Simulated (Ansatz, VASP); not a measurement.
## One calculation of PtSe2, two programs

```
CELL_PARAMETERS angstrom
3.80322 0.00000 0.00000
-1.90161 3.29369 0.00000
0.00000 0.00000 5.38270
ATOMIC_POSITIONS crystal
Pt 0.00000 0.00000 0.00000
Se 0.33333 0.66667 0.23540
Se 0.66667 0.33333 0.76460
```

Change from the starting cell: hydrostatic strain +2.0%.

Alike in both runs: task single point; functional PBE; k mesh 12 × 12 × 6; occupations fermi-dirac, width 0.02 eV; no spin polarisation.

```csv
,VASP,Ansatz
version,VASP 6.6.1,Ansatz 0.2.0
potentials or method,"VASP PAW PBE potentials, release 64 (Pt, Se)","plane waves, PAW"
plane-wave cutoff (eV),520,420
valence electrons in the cell,22,50
```

```tsv
	VASP	Ansatz	Ansatz less VASP
pressure (GPa)	0.1	0.1	+0.04
traceless stress, the component that is largest in VASP (GPa)	1.09	1.09	+0.001
rms of the force components (eV/Å)	0.053	0.053	-0.0003
```

Atom by atom the forces differ by 0.000 eV/Å (rms over components). VASP's potentials hold 22 valence electrons a cell and Ansatz's 50, so a difference there can come from the potentials and not from the codes.

Neither program's run includes spin-orbit coupling.
